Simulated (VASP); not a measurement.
Input of a VASP 6.6.1 run:

The input INCAR:

```
PREC = Accurate ; ENCUT = 520
EDIFF = 1E-7 ; ISMEAR = -1
SIGMA = 0.05 ; LREAL = F
LASPH = T ; NELM = 100
ALGO = Normal ; ISIF = 2
LWAVE = F ; LCHARG = F
GGA = PS ; NBANDS = 46
```

KPOINTS

```
regular mesh
0
Gamma
  8 8 3
```

POSCAR

```
ZnS
1.0
    3.8730044530      0.0000000000      0.0000000000
   -1.9365022265      3.3541202452      0.0000000000
    0.0000000000      0.0000000000     12.6847557358
Zn S
4 4
Direct
    0.6666666667      0.3333333333      0.7500000000
    0.3333333333      0.6666666667      0.2500000000
    0.0000000000      0.0000000000      0.5000000000
    0.0000000000      0.0000000000      0.0000000000
    0.6666666667      0.3333333333      0.9375000000
    0.3333333333      0.6666666667      0.4375000000
    0.0000000000      0.0000000000      0.6875000000
    0.0000000000      0.0000000000      0.1875000000
```

Potentials or basis: VASP PAW PBE potentials, release 64 (Zn, S).

Run with:

```sh
$ cat potpaw_PBE.64/Zn/POTCAR potpaw_PBE.64/S/POTCAR > POTCAR
$ mpirun -np 1 vasp_std > vasp.out
```

(1) Predict the band gap on the k mesh.

(2) Predict the pressure.

(3) Predict the largest force.

Results:

(1) 1.83 eV.

(2) -4.5 GPa.

(3) 0.031 eV/Å.

Caveat: the cell stands under tension; the PAW data sets were made with another functional, which shifts forces and pressure a little.
